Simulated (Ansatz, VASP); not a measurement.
**Two plane-wave programs on SiC**

Contents of INCAR:

```
  PREC = Accurate
  ENCUT = 520
  EDIFF = 1E-6
  ISMEAR = 0
  SIGMA = 0.01
  LREAL = False
  LASPH = True
  NELM = 100
  ALGO = Normal
  ISIF = 2
  LWAVE = False
  LCHARG = False
  GGA = PE
  NBANDS = 16
```

Contents of KPOINTS:

```
Automatic mesh
0
Gamma
  9 9 4
```

Contents of POSCAR:

```
SiC
1.0
    3.1225517431      0.0000000000      0.0000000000
   -1.5612758715      2.7042091341      0.0000000000
    0.0000000000      0.0000000000      5.1245360725
Si C
2 2
Direct
    0.3333333333      0.6666666667      0.4995817067
    0.6666666667      0.3333333333      0.9995817067
    0.3333333333      0.6666666667      0.8754182933
    0.6666666667      0.3333333333      0.3754182933
```

Input for Ansatz:

```yaml
crystal:
  lattice:
    - [3.1225517431, 0.0, 0.0]
    - [-1.5612758715, 2.7042091341, 0.0]
    - [0.0, 0.0, 5.1245360725]
  atoms:
    - { symbol: Si, position: [0.3333333333, 0.6666666667, 0.4995817067] }
    - { symbol: Si, position: [0.6666666667, 0.3333333333, 0.9995817067] }
    - { symbol: C, position: [0.3333333333, 0.6666666667, 0.8754182933] }
    - { symbol: C, position: [0.6666666667, 0.3333333333, 0.3754182933] }
kpoints:
  mp_grid: { grid: [9, 9, 4] }
hamiltonian:
  xc: pbe
scf:
  occupations: { method: fixed }
  n_extra_bands: 5
output:
  forces: true
  stress: true
  eigenvalues: true
```

Alike in both runs: task single point; functional PBE; k mesh 9 × 9 × 4; no spin polarisation.

|  | VASP | Ansatz |
| --- | --- | --- |
| version | VASP 6.6.1 | Ansatz 0.2.0 |
| potentials or method | VASP PAW PBE potentials, release 64 (Si, C) | plane waves, PAW |
| plane-wave cutoff (eV) | 520 | 420 |
| occupations | gaussian, width 0.01 eV | fixed |
| valence electrons in the cell | 16 | 16 |

|  | VASP | Ansatz | Ansatz less VASP |
| --- | --- | --- | --- |
| gap on the k mesh at the Fermi level (eV) | 2.35 | 2.36 | +0.003 |
| pressure (GPa) | -6.0 | -5.9 | +0.04 |
| traceless stress, the component that is largest in VASP (GPa) | 0.09 | 0.08 | -0.005 |
| rms of the force components (eV/Å) | 0.004 | 0.004 | 0.0000 |

Atom by atom the forces differ by 0.000 eV/Å (rms over components).
